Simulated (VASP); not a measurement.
A run of VASP 6.6.1:

INCAR

```
SYSTEM = Bi
PREC = Accurate
ENCUT = 520
EDIFF = 1E-7
ISMEAR = -1
SIGMA = 0.08
LREAL = .FALSE.
LASPH = .TRUE.
NELM = 60
ALGO = Normal
ISIF = 2
LWAVE = .FALSE.
LCHARG = .FALSE.
GGA = PS
NBANDS = 14
```

File KPOINTS:

```
Automatic mesh
0
G
  15 15 15
  0 0 0
```

File POSCAR:

```
Bi
1.0
   -1.8897060520      1.8897060520      1.8897060520
    1.8897060520     -1.8897060520      1.8897060520
    1.8897060520      1.8897060520     -1.8897060520
Bi
1
Direct
    0.0000000000      0.0000000000      0.0000000000
```

Potentials or basis: VASP PAW PBE potentials, release 64 (Bi_d).

Run with:

```sh
$ cat potpaw_PBE.64/Bi_d/POTCAR > POTCAR
$ mpirun -np 1 vasp_std > vasp.out
```

Hardware: 1 thread of Intel Xeon 6975P-C (shared host).

How long does it take, and how much memory?

Run time: 22 s on 1 thread of Intel Xeon 6975P-C, with other jobs on the host, peak memory 0.16 GiB. Counts: scf iterations 11, k points 120.
